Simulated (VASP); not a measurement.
Here is a VASP 6.6.1 calculation.

The input INCAR:

```
PREC     = Accurate       # precision mode
ENCUT    = 520            # plane-wave cutoff, eV
EDIFF    = 1E-6           # SCF threshold, eV
ISMEAR   = -1             # smearing method
SIGMA    = 0.1            # smearing width, eV
LREAL    = F              # projectors in reciprocal space
LASPH    = T              # aspherical terms in the spheres
NELM     = 60             # most SCF steps
ALGO     = Normal         # electronic algorithm
ISIF     = 2              # what is computed and relaxed
LWAVE    = F              # write WAVECAR
LCHARG   = F              # write CHGCAR
GGA      = PS             # functional
NBANDS   = 16             # bands
```

The input KPOINTS:

```
Automatic mesh
0
Gamma
  20 20 20
```

POSCAR

```
TiN
1.0
    0.0000000000      2.0977067734      2.0977067734
    2.0977067734      0.0000000000      2.0977067734
    2.0977067734      2.0977067734      0.0000000000
Ti N
1 1
Direct
    0.0000000000      0.0000000000      0.0000000000
    0.5000000000      0.5000000000      0.5000000000
```

Potentials or basis: VASP PAW PBE potentials, release 64 (Ti_sv, N).

The run is started by

```bash
$ cat potpaw_PBE.64/Ti_sv/POTCAR potpaw_PBE.64/N/POTCAR > POTCAR
$ mpirun -np 1 vasp_std > vasp.out
```

Question: Predict the pressure.

Answer: 2.4 GPa.

Question: Predict the band gap on the k mesh.

Answer: Zero (an odd number of electrons rules out a gap without spin polarisation).

Caveat: the PAW data sets were made with another functional, which shifts forces and pressure a little.
